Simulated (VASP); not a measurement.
# Sb in VASP: single point with PBE+D3(BJ)

Aim: the single point of Sb with PBE+D3(BJ).

All numbers are computed with VASP 6.6.1; they aren't measurements. Logs are shortened: lines on timing, memory, paths and dates and some standing lists are left out, and cuts for length are marked.

### 1 The cell of the first run

The cell holds a slab with vacuum, 2 atoms: a = 4.069 Å, b = 4.069 Å, c = 20.800 Å, α = 90.00°, β = 90.00°, γ = 120.00°.

### 2 Single point, PBE+D3(BJ)

INCAR

```
PREC = Accurate
ENCUT = 400
EDIFF = 1E-6
ISMEAR = 0
SIGMA = 0.05
LREAL = F
LASPH = T
NELM = 120
ALGO = Normal
ISIF = 2
LWAVE = F
LCHARG = F
LDIPOL = T
IDIPOL = 3
DIPOL = 0.5 0.5 0.256
GGA = PE
IVDW = 12
NBANDS = 12
GGA_COMPAT = F
NELMDL = -8
```

KPOINTS

```
Automatic mesh
0
Gamma
  9 9 1
```

POSCAR

```
Sb
1.0
    4.0686848921      0.0000000000      0.0000000000
   -2.0343424461      3.5235844766      0.0000000000
    0.0000000000      0.0000000000     20.8000277116
Sb
2
Direct
    0.3333333333      0.6666666667      0.2956733491
    0.6666666667      0.3333333333      0.2163458656
```

Potentials or basis: VASP PAW PBE potentials, release 64 (Sb).

Run with:

```bash
$ cat potpaw_PBE.64/Sb/POTCAR > POTCAR
$ mpirun -np 1 vasp_std > vasp.out
```

OUTCAR:

```text
PREC = Accurate
   ENCUT = 400
   EDIFF = 1E-6
   ISMEAR = 0
   LREAL = F
   LASPH = T
   NELM = 120
   ISIF = 2
   GGA = PE
   IVDW = 12
   NELMDL = -8
 IVDW          = 12

 ion  position               nearest neighbor table
   1  0.333  0.667  0.296-   2 2.87   2 2.87   2 2.87
   2  0.667  0.333  0.216-   1 2.87   1 2.87   1 2.87

  LATTYP: Found a hexagonal cell.
 ALAT       =     4.0686848921
 C/A-ratio  =     5.1122237930

  Lattice vectors:

 A1 = (   4.0686848921,   0.0000000000,   0.0000000000)
 A2 = (  -2.0343424461,   3.5235844766,   0.0000000000)
 A3 = (   0.0000000000,   0.0000000000,  20.8000277116)

Analysis of symmetry for initial positions (statically):
=====================================================================
 Subroutine PRICEL returns:
 Original cell was already a primitive cell.

 Routine SETGRP: Setting up the symmetry group for a
 hexagonal supercell.

 Subroutine GETGRP returns: Found 12 space group operations
 (whereof  6 operations were pure point group operations)
 out of a pool of 24 trial point group operations.

The static configuration has the point symmetry C_3v.
 The point group associated with its full space group is D_3d.

Analysis of symmetry for dynamics (positions and initial velocities):
=====================================================================
 Subroutine PRICEL returns:
 Original cell was already a primitive cell.

 Routine SETGRP: Setting up the symmetry group for a
 hexagonal supercell.

 Subroutine GETGRP returns: Found 12 space group operations
 (whereof  6 operations were pure point group operations)
 out of a pool of 24 trial point group operations.

The dynamic configuration has the point symmetry C_3v.
 The point group associated with its full space group is D_3d.

 Subroutine INISYM returns: Found 12 space group operations
 (whereof  6 operations are pure point group operations),
 and found     1 'primitive' translations

----------------------------------------------------------------------------------------

                                     Primitive cell

  volume of cell :     298.1966

  direct lattice vectors                    reciprocal lattice vectors
     4.068684892  0.000000000  0.000000000     0.245779663  0.141900954  0.000000000
    -2.034342446  3.523584477  0.000000000     0.000000000  0.283801909  0.000000000
     0.000000000  0.000000000 20.800027712     0.000000000  0.000000000  0.048076859

  length of vectors
     4.068684892  4.068684892 20.800027712     0.283801909  0.283801909  0.048076859

  position of ions in fractional coordinates (direct lattice)
     0.333333333  0.666666667  0.295673349
     0.666666667  0.333333333  0.216345866

  ion indices of the primitive-cell ions
   primitive index   ion index
                 1           1
                 2           2

----------------------------------------------------------------------------------------

 KPOINTS: Automatic mesh

Automatic generation of k-mesh.
 Grid dimensions read from file:
 generate k-points for:    9    9    1

 Generating k-lattice:

  Cartesian coordinates                     Fractional coordinates (reciprocal lattice)
     0.027308851  0.015766773  0.000000000     0.111111111 -0.000000000  0.000000000
     0.000000000  0.031533545  0.000000000     0.000000000  0.111111111  0.000000000
     0.000000000  0.000000000  0.048076859     0.000000000  0.000000000  1.000000000

  Length of vectors
     0.031533545  0.031533545  0.048076859

  Shift w.r.t. Gamma in fractional coordinates (k-lattice)
     0.000000000  0.000000000  0.000000000

 Subroutine IBZKPT returns following result:
 ===========================================

 Found     12 irreducible k-points:

 Following reciprocal coordinates:
            Coordinates               Weight
  0.000000  0.000000  0.000000      1.000000
  0.111111 -0.000000  0.000000      6.000000
  0.222222 -0.000000  0.000000      6.000000
  0.333333 -0.000000  0.000000      6.000000
  0.444444 -0.000000  0.000000      6.000000
  0.111111  0.111111  0.000000      6.000000
  0.222222  0.111111  0.000000     12.000000
  0.333333  0.111111  0.000000     12.000000
  0.444444  0.111111  0.000000      6.000000
  0.222222  0.222222  0.000000      6.000000
  0.333333  0.222222  0.000000     12.000000
  0.333333  0.333333  0.000000      2.000000
   k-points           NKPTS =     12   k-points in BZ     NKDIM =     12   number of bands    NBANDS=     12
   number of dos      NEDOS =    301   number of ions     NIONS =      2
   total plane-waves  NPLWV = 109760
   dimension x,y,z NGX =    28 NGY =   28 NGZ =  140
   dimension x,y,z NGXF=    56 NGYF=   56 NGZF=  280
   ions per type =               2
   NGX,Y,Z   is equivalent  to a cutoff of  11.44, 11.44, 11.19 a.u.
   NGXF,Y,Z  is equivalent  to a cutoff of  22.88, 22.88, 22.38 a.u.
 SYSTEM =  unknown system
   PREC   = accura    normal or accurate (medium, high low for compatibility)
   ISTART =      0    job   : 0-new  1-cont  2-samecut
   ICHARG =      2    charge: 1-file 2-atom 10-const
   ISPIN  =      1    spin polarized calculation?
   LNONCOLLINEAR =      F non collinear calculations
   LSORBIT =      F    spin-orbit coupling
   LASPH  =      T    aspherical Exc in radial PAW
   ENCUT  =  400.0 eV  29.40 Ry    5.42 a.u.   6.63  6.63 33.92*2*pi/ulx,y,z
   NELM   =    120;   NELMIN=  2; NELMDL= -8     # of ELM steps
   EDIFF  = 0.1E-05   stopping-criterion for ELM
   LREAL  =      F    real-space projection
   EDIFFG = 0.1E-04   stopping-criterion for IOM
   NSW    =      0    number of steps for IOM
   IBRION =     -1    ionic relax: 0-MD 1-quasi-New 2-CG
   NFREE  =      0    steps in history (QN), initial steepest desc. (CG)
   ISIF   =      2    stress and relaxation
   ISYM   =      2    0-nonsym 1-usesym 2-fastsym
   POTIM  = 0.5000    time-step for ionic-motion
   TEBEG  =    0.0;   TEEND  =   0.0 temperature during run
   PSTRESS=    0.0 pullay stress
   NELECT =      10.0000    total number of electrons
   NUPDOWN=      -1.0000    fix difference up-down
   EMIN   =  10.00;   EMAX   =-10.00  energy-range for DOS
   EFERMI =   0.00;   METHOD = LEGACY
   ISMEAR =     0;   SIGMA  =   0.05  broadening in eV -4-tet -1-fermi 0-gaus
   EFERMI_NEDOS =   21; number of points for ismear=-14 and -15
   IALGO  =     38    algorithm
   IMIX   =      4    mixing-type and parameters
     AMIX     =   0.40;   BMIX     =  1.00
     AMIX_MAG =   1.60;   BMIX_MAG =  1.00
  volume/ion in A,a.u.               =     149.10      1006.16
  Fermi-wavevector in a.u.,A,eV,Ry     =   0.527927  0.997638  3.792039  0.278707
  Thomas-Fermi vector in A             =   1.549319
   LORBIT       =      0    0 simple, 1 ext, 2 COOP (PROOUT), +10 PAW based schemes
   GGA     = PE    functional components
   LHFCALC =     F    Hartree Fock is set to
   AEXX    =    0.0000 exact exchange contribution
   IVDW    =    12    specifies the selected vdW correction
   LEPSILON=     F    determine dielectric tensor
   LRPA    =     F    only Hartree local field effects (RPA)
 non-spin polarized calculation
 Gauss-broadening in eV      SIGMA  =   0.05
  energy-cutoff  :      400.00
  volume of cell :      298.20
 maximum number of plane-waves:      5503
 NGX is ok and might be reduce to    28
   NGX = 13   NGY = 13   NGZ = 67

 number of electron      10.0000000 magnetization

 dipolmoment           0.000000      0.000000      0.000035 electrons x Angstroem

 number of electron       9.9999999 magnetization

 dipolmoment           0.000000      0.000000     -0.000006 electrons x Angstroem

 Free energy of the ion-electron system (eV)
  ---------------------------------------------------
  ext. energy  EPLUGINS =         0.00000000
  ---------------------------------------------------
  free energy    TOTEN  =        -8.09863436 eV

  energy without entropy =       -8.09863436  energy(sigma->0) =       -8.09863436

 E-fermi :  -2.1616     XC(G=0):  -2.6182

 val. band max:       -2.4259085445   @ k =   0.0000   0.0000   0.0000
 cond. band min:      -1.2382833972   @ k =   0.3333  -0.0000   0.0000
 fundamental gap:      1.1876251473
 Fermi energy:        -2.1616423357

 k-point     1 :       0.0000    0.0000    0.0000
  band No.  band energies     occupation
      1     -13.9211      2.00000
      2      -8.8528      2.00000
      3      -3.1908      2.00000
      4      -2.4259      2.00000
      5      -2.4259      2.00000
      6      -0.7894      0.00000
      7       0.3726      0.00000
      8       0.3726      0.00000
      9       1.7725      0.00000
     10       2.0044      0.00000
     11       2.7239      0.00000
     12       3.2895      0.00000

 k-point     2 :       0.1111   -0.0000    0.0000
  band No.  band energies     occupation
      1     -13.7857      2.00000
      2      -8.8405      2.00000
      3      -3.5604      2.00000
      4      -3.1285      2.00000
      5      -2.7239      2.00000
      6      -0.3400      0.00000
      7       0.4577      0.00000
      8       0.6484      0.00000
      9       1.9607      0.00000
     10       2.1545      0.00000
     11       2.8623      0.00000
     12       3.4420      0.00000

 k-point     3 :       0.2222   -0.0000    0.0000
  band No.  band energies     occupation
      1     -13.3877      2.00000
      2      -8.9189      2.00000
      3      -4.9330      2.00000
      4      -3.2830      2.00000
      5      -3.0567      2.00000
      6      -1.0162      0.00000
      7       1.0285      0.00000
      8       1.0654      0.00000
      9       2.2702      0.00000
     10       2.6082      0.00000
     11       3.2446      0.00000
     12       3.7709      0.00000
[... 106 lines left out ...]
 k-point    11 :       0.3333    0.2222    0.0000
  band No.  band energies     occupation
      1     -11.6921      2.00000
      2     -10.3735      2.00000
      3      -5.8108      2.00000
      4      -4.8029      2.00000
      5      -3.8859      2.00000
      6      -0.7188      0.00000
      7       0.5516      0.00000
      8       1.1862      0.00000
      9       3.5085      0.00000
     10       4.3393      0.00000
     11       4.4983      0.00000
     12       4.9547      0.00000

 k-point    12 :       0.3333    0.3333    0.0000
  band No.  band energies     occupation
      1     -11.0117      2.00000
      2     -11.0117      2.00000
      3      -6.1099      2.00000
      4      -4.3380      2.00000
      5      -4.3380      2.00000
      6      -1.0696      0.00000
      7       1.0954      0.00000
      8       1.0954      0.00000
      9       4.1018      0.00000
     10       4.8957      0.00000
     11       4.8957      0.00000
     12       5.3531      0.00000

------------------------ aborting loop because EDIFF is reached ----------------------------------------

 vacuum level on the upper side and lower side of the slab       (xc-potential included)        -0.170        -0.172

 Edisp (eV)   -0.47362

 E8    (eV) :    -0.2355

  FORCE on cell =-STRESS in cart. coord.  units (eV):
  Direction    XX          YY          ZZ          XY          YZ          ZX
  --------------------------------------------------------------------------------------
  -------------------------------------------------------------------------------------
  Total       0.02740     0.02740     0.13559    -0.00000     0.00000     0.00000
  in kB       0.14722     0.14722     0.72853    -0.00000     0.00000     0.00000
  external pressure =        0.34 kB  Pullay stress =        0.00 kB

 VOLUME and BASIS-vectors are now :
 -----------------------------------------------------------------------------
  energy-cutoff  :      400.00
  volume of cell :      298.20
      direct lattice vectors                 reciprocal lattice vectors
     4.068684892  0.000000000  0.000000000     0.245779663  0.141900954  0.000000000
    -2.034342446  3.523584477  0.000000000     0.000000000  0.283801909  0.000000000
     0.000000000  0.000000000 20.800027712     0.000000000  0.000000000  0.048076859

 POSITION                                       TOTAL-FORCE (eV/Angst)
 -----------------------------------------------------------------------------------
     -0.00000      2.34906      6.15001        -0.000000      0.000000      0.086789
      2.03434      1.17453      4.50000         0.000000      0.000000     -0.086789
 -----------------------------------------------------------------------------------
    total drift:                                0.000000      0.000000     -0.000034

  FREE ENERGIE OF THE ION-ELECTRON SYSTEM (eV)
  ---------------------------------------------------
  free  energy   TOTEN  =        -8.5722533456 eV

  energy  without entropy=       -8.5722533456  energy(sigma->0) =       -8.57225335

 vacuum level on the upper side and lower side of the slab         2.208         2.207
```

Wall time 45 s (1 thread of Intel Xeon Platinum 8259CL at 2.50GHz (Skylake/Cascade Lake), shared host); peak memory 0.3 GiB.

What came out:

```
Free energy                : -8.5723 eV
Largest force              : 0.087 eV/Å
Band gap on the k mesh     : 1.19 eV (least direct gap 1.64 eV)
Dispersion energy per atom : -0.237 eV
```

Forces in eV/Å, atoms in the order of the input:
```
Sb   0.000  0.000  0.087
Sb   0.000  0.000 -0.087
```

Caveat: spin-orbit coupling is left out, which moves the levels of the heavy elements.
